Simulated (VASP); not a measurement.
# TiAl (P-6m2) in VASP: a series of runs, part 2 of 3

VASP 6.6.1.

### Step 3. Single point, PBEsol

This run uses another cell than the first one, of the same volume but with other edges.

INCAR

```
PREC = Accurate
ENCUT = 520
EDIFF = 1E-6
ISMEAR = 0
SIGMA = 0.15
LREAL = F
LASPH = T
NELM = 60
ALGO = Normal
ISIF = 2
LWAVE = F
LCHARG = F
GGA = PS
NBANDS = 14
```

KPOINTS

```
Automatic mesh
0
Gamma
  18 18 10
```

POSCAR

```
TiAl
1.0
    2.8760000000      0.0000000000      0.0000000000
   -1.4380000000      2.4906890613      0.0000000000
    0.0000000000      0.0000000000      4.9887000000
Ti Al
1 1
Direct
    0.0000000000      0.0000000000      0.0000000000
    0.3333333333      0.6666666667      0.5000000000
```

Potentials or basis: VASP PAW PBE potentials, release 64 (Ti_sv, Al).

The run is started by

```bash
$ cat potpaw_PBE.64/Ti_sv/POTCAR potpaw_PBE.64/Al/POTCAR > POTCAR
$ mpirun -np 1 vasp_std > vasp.out
```

OUTCAR:

```text
PREC = Accurate
   ENCUT = 520
   EDIFF = 1E-6
   ISMEAR = 0
   LREAL = F
   LASPH = T
   NELM = 60
   ISIF = 2
   GGA = PS

 ion  position               nearest neighbor table
   1  0.000  0.000  0.000-   2 3.00   2 3.00   2 3.00   2 3.00   2 3.00   2 3.00
   2  0.333  0.667  0.500-   1 3.00   1 3.00   1 3.00   1 3.00   1 3.00   1 3.00

  LATTYP: Found a hexagonal cell.
 ALAT       =     2.8760000000
 C/A-ratio  =     1.7345966620

  Lattice vectors:

 A1 = (   2.8760000000,   0.0000000000,   0.0000000000)
 A2 = (  -1.4380000000,   2.4906890613,   0.0000000000)
 A3 = (   0.0000000000,   0.0000000000,   4.9887000000)

Analysis of symmetry for initial positions (statically):
=====================================================================
 Subroutine PRICEL returns:
 Original cell was already a primitive cell.

 Routine SETGRP: Setting up the symmetry group for a
 hexagonal supercell.

 Subroutine GETGRP returns: Found 12 space group operations
 (whereof 12 operations were pure point group operations)
 out of a pool of 24 trial point group operations.

The static configuration has the point symmetry D_3h.

Analysis of symmetry for dynamics (positions and initial velocities):
=====================================================================
 Subroutine PRICEL returns:
 Original cell was already a primitive cell.

 Routine SETGRP: Setting up the symmetry group for a
 hexagonal supercell.

 Subroutine GETGRP returns: Found 12 space group operations
 (whereof 12 operations were pure point group operations)
 out of a pool of 24 trial point group operations.

The dynamic configuration has the point symmetry D_3h.

 Subroutine INISYM returns: Found 12 space group operations
 (whereof 12 operations are pure point group operations),
 and found     1 'primitive' translations

----------------------------------------------------------------------------------------

[... 121 lines left out ...]
   LEPSILON=     F    determine dielectric tensor
   LRPA    =     F    only Hartree local field effects (RPA)
 non-spin polarized calculation
 Gauss-broadening in eV      SIGMA  =   0.15
  energy-cutoff  :      520.00
  volume of cell :       35.74
 maximum number of plane-waves:       991
 NGX is ok and might be reduce to    24

 number of electron      14.9999999 magnetization

 Free energy of the ion-electron system (eV)
  ---------------------------------------------------
  ext. energy  EPLUGINS =         0.00000000
  ---------------------------------------------------
  free energy    TOTEN  =       -12.79377207 eV

  energy without entropy =      -12.76877756  energy(sigma->0) =      -12.78127481

 E-fermi :   7.1406     XC(G=0): -10.7312

 val. band max:        7.1328475738   @ k =   0.3333   0.3333   0.3000
 cond. band min:       7.1409992955   @ k =   0.1667   0.1667   0.2000
 fundamental gap:      0.0081517216
 Fermi energy:         7.1406240733

 k-point     1 :       0.0000    0.0000    0.0000
  band No.  band energies     occupation
      1     -49.3179      2.00000
      2     -25.7372      2.00000
      3     -25.3105      2.00000
      4     -25.3105      2.00000
      5      -1.5903      2.00000
      6       4.6160      2.00000
      7       4.9172      2.00000
      8       8.3467      0.00000
      9       8.3467      0.00000
     10       9.8116      0.00000
     11       9.8116      0.00000
     12      10.0244      0.00000
     13      20.0591      0.00000
     14      20.0591      0.00000
[... 377 lines left out ...]
      1     -49.2256      2.00000
      2     -25.8336      2.00000
      3     -25.6484      2.00000
      4     -25.4769      2.00000
      5       3.1253      2.00000
      6       5.3707      2.00000
      7       5.8089      2.00000
      8       6.3730      2.00000
      9       8.6994      0.00000
     10       9.8995      0.00000
     11      10.6930      0.00000
     12      11.2863      0.00000
     13      12.3070      0.00000
     14      13.1695      0.00000

 [... further k-points ...]

------------------------ aborting loop because EDIFF is reached ----------------------------------------

  FORCE on cell =-STRESS in cart. coord.  units (eV):
  Direction    XX          YY          ZZ          XY          YZ          ZX
  --------------------------------------------------------------------------------------
  -------------------------------------------------------------------------------------
  Total       -1.3076389     -1.3076389     -3.4865704      0.0000000      0.0000000     -0.0000000
  in kB      -58.6276700    -58.6276700   -156.3195286      0.0000000      0.0000000     -0.0000000
  external PRESSURE =     -91.1916229 kB  Pullay stress =       0.0000000 kB

 VOLUME and BASIS-vectors are now :
 -----------------------------------------------------------------------------
  energy-cutoff  :      520.00
  volume of cell :       35.74
      direct lattice vectors                 reciprocal lattice vectors
     2.876000000  0.000000000  0.000000000     0.347705146  0.200747660  0.000000000
    -1.438000000  2.490689061  0.000000000     0.000000000  0.401495319  0.000000000
     0.000000000  0.000000000  4.988700000     0.000000000  0.000000000  0.200453024

 POSITION                                       TOTAL-FORCE (eV/Angst)
 -----------------------------------------------------------------------------------
      0.00000      0.00000      0.00000        -0.000000      0.000000      0.000000
     -0.00000      1.66046      2.49435         0.000000     -0.000000      0.000000
 -----------------------------------------------------------------------------------
    total drift:                                0.000000     -0.000000      0.000000

  FREE ENERGIE OF THE ION-ELECTRON SYSTEM (eV)
  ---------------------------------------------------
  free  energy   TOTEN  =       -12.7937720725 eV

  energy  without entropy=      -12.7687775572  energy(sigma->0) =      -12.78127481
```

OSZICAR:

```text
N       E                     dE             d eps       ncg     rms          rms(c)
DAV:   1     0.974158107236E+02    0.97416E+02   -0.70668E+03  6222   0.106E+03
DAV:   2    -0.851794423261E+01   -0.10593E+03   -0.10174E+03  6504   0.293E+02
DAV:   3    -0.142355591963E+02   -0.57176E+01   -0.55733E+01  9324   0.655E+01
DAV:   4    -0.144073697874E+02   -0.17181E+00   -0.17153E+00  7146   0.102E+01
DAV:   5    -0.144145811629E+02   -0.72114E-02   -0.72106E-02  9446   0.191E+00    0.893E+00
DAV:   6    -0.131999418319E+02    0.12146E+01   -0.62237E+00  7196   0.301E+01    0.396E+00
DAV:   7    -0.128339004247E+02    0.36604E+00   -0.89342E-01  6870   0.106E+01    0.189E+00
DAV:   8    -0.127982746055E+02    0.35626E-01   -0.18770E-01  6960   0.486E+00    0.828E-01
DAV:   9    -0.127963189499E+02    0.19557E-02   -0.45494E-02  7070   0.302E+00    0.370E-01
DAV:  10    -0.127937218355E+02    0.25971E-02   -0.78470E-03  7012   0.109E+00    0.593E-02
DAV:  11    -0.127937898299E+02   -0.67994E-04   -0.56020E-04  8092   0.209E-01    0.563E-02
DAV:  12    -0.127937812723E+02    0.85576E-05   -0.25833E-05  7572   0.465E-02    0.369E-02
DAV:  13    -0.127937724403E+02    0.88320E-05   -0.17777E-05  7098   0.504E-02    0.877E-03
DAV:  14    -0.127937720725E+02    0.36780E-06   -0.84365E-07  4708   0.905E-03
   1 F= -.12793772E+02 E0= -.12781275E+02  d E =-.249945E-01
```

Wall time 82 s (1 thread of Intel Xeon Platinum 8259CL at 2.50GHz (Skylake/Cascade Lake), shared host); peak memory 0.25 GiB.

Results:

- Free energy: -12.7938 eV
- Pressure: -9.1 GPa
- Band gap on the k mesh: zero (an odd number of electrons rules out a gap without spin polarisation)

Caveat: the stress differs along the axes, from -16 to -6 GPa; the PAW data sets were made with another functional, which shifts forces and pressure a little.

### Step 4. Single point, PBEsol

This run uses another cell than the first one, of 18.01 Å³/atom.

INCAR

```
PREC = Accurate ; ENCUT = 520
EDIFF = 1E-6 ; ISMEAR = 0
SIGMA = 0.15 ; LREAL = False
LASPH = True ; NELM = 80
ALGO = Normal ; ISIF = 2
LWAVE = False ; LCHARG = False
GGA = PS ; NBANDS = 14
```

KPOINTS

```
regular mesh
0
Gamma
  18 18 10
```

POSCAR

```
TiAl
1.0
    2.9425000000      0.0000000000      0.0000000000
   -1.4712500000      2.5482797506      0.0000000000
    0.0000000000      0.0000000000      4.8040000000
Ti Al
1 1
Direct
    0.0000000000      0.0000000000      0.0000000000
    0.3333333333      0.6666666667      0.5000000000
```

Potentials or basis: VASP PAW PBE potentials, release 64 (Ti_sv, Al).

The run is started by

```bash
$ cat potpaw_PBE.64/Ti_sv/POTCAR potpaw_PBE.64/Al/POTCAR > POTCAR
$ mpirun -np 1 vasp_std > vasp.out
```

OUTCAR:

```text
PREC = Accurate
   ENCUT = 520
   EDIFF = 1E-6
   ISMEAR = 0
   LREAL = False
   LASPH = True
   NELM = 80
   ISIF = 2
   GGA = PS

 ion  position               nearest neighbor table
   1  0.000  0.000  0.000-   2 2.94   2 2.94   2 2.94   2 2.94   2 2.94   2 2.94
   2  0.333  0.667  0.500-   1 2.94   1 2.94   1 2.94   1 2.94   1 2.94   1 2.94

  LATTYP: Found a hexagonal cell.
 ALAT       =     2.9425000000
 C/A-ratio  =     1.6326253186

  Lattice vectors:

[... 595 lines left out ...]

------------------------ aborting loop because EDIFF is reached ----------------------------------------

  FORCE on cell =-STRESS in cart. coord.  units (eV):
  Direction    XX          YY          ZZ          XY          YZ          ZX
  --------------------------------------------------------------------------------------
  -------------------------------------------------------------------------------------
  Total       -1.9841894     -1.9841894     -2.4988552      0.0000000      0.0000000     -0.0000000
  in kB      -88.2525225    -88.2525225   -111.1437659      0.0000000      0.0000000     -0.0000000
  external PRESSURE =     -95.8829370 kB  Pullay stress =       0.0000000 kB

 VOLUME and BASIS-vectors are now :
 -----------------------------------------------------------------------------
  energy-cutoff  :      520.00
  volume of cell :       36.02
      direct lattice vectors                 reciprocal lattice vectors
     2.942500000  0.000000000  0.000000000     0.339847069  0.196210797  0.000000000
    -1.471250000  2.548279751  0.000000000     0.000000000  0.392421593  0.000000000
     0.000000000  0.000000000  4.804000000     0.000000000  0.000000000  0.208159867

 POSITION                                       TOTAL-FORCE (eV/Angst)
 -----------------------------------------------------------------------------------
      0.00000      0.00000      0.00000         0.000000      0.000000      0.000000
     -0.00000      1.69885      2.40200         0.000000      0.000000      0.000000
 -----------------------------------------------------------------------------------
    total drift:                                0.000000     -0.000000      0.000000

  FREE ENERGIE OF THE ION-ELECTRON SYSTEM (eV)
  ---------------------------------------------------
  free  energy   TOTEN  =       -12.8301647914 eV

  energy  without entropy=      -12.8003197157  energy(sigma->0) =      -12.81524225
```

OSZICAR:

```text
N       E                     dE             d eps       ncg     rms          rms(c)
DAV:   1     0.977136834618E+02    0.97714E+02   -0.70068E+03  6222   0.106E+03
DAV:   2    -0.870493395576E+01   -0.10642E+03   -0.10240E+03  6456   0.293E+02
DAV:   3    -0.144346679359E+02   -0.57297E+01   -0.56040E+01  9478   0.653E+01
DAV:   4    -0.145995701675E+02   -0.16490E+00   -0.16458E+00  7136   0.986E+00
DAV:   5    -0.146055549567E+02   -0.59848E-02   -0.59842E-02  9358   0.176E+00    0.905E+00
DAV:   6    -0.132260496133E+02    0.13795E+01   -0.71595E+00  7052   0.314E+01    0.400E+00
DAV:   7    -0.128736665267E+02    0.35238E+00   -0.99229E-01  6816   0.111E+01    0.182E+00
DAV:   8    -0.128385774398E+02    0.35089E-01   -0.21354E-01  6966   0.515E+00    0.936E-01
DAV:   9    -0.128356536213E+02    0.29238E-02   -0.78515E-02  6732   0.383E+00    0.518E-01
DAV:  10    -0.128300926906E+02    0.55609E-02   -0.12627E-02  6852   0.139E+00    0.661E-02
DAV:  11    -0.128301855232E+02   -0.92833E-04   -0.11821E-03  8498   0.319E-01    0.665E-02
DAV:  12    -0.128301757302E+02    0.97930E-05   -0.51506E-05  6944   0.688E-02    0.404E-02
DAV:  13    -0.128301655618E+02    0.10168E-04   -0.17069E-05  7332   0.488E-02    0.149E-02
DAV:  14    -0.128301647914E+02    0.77035E-06   -0.27268E-06  6810   0.154E-02
   1 F= -.12830165E+02 E0= -.12815242E+02  d E =-.298451E-01
```

It took 74 s on 1 thread of Intel Xeon Platinum 8259CL at 2.50GHz (Skylake/Cascade Lake), shared host; peak memory 0.24 GiB.

What came out:

| Item | Value |
| --- | --- |
| Free energy | -12.8302 eV |
| Pressure | -9.6 GPa |
| Band gap on the k mesh | zero (an odd number of electrons rules out a gap without spin polarisation) |

Caveat: the cell stands under tension; the PAW data sets were made with another functional, which shifts forces and pressure a little.

(Continued in part 3 of 3.)
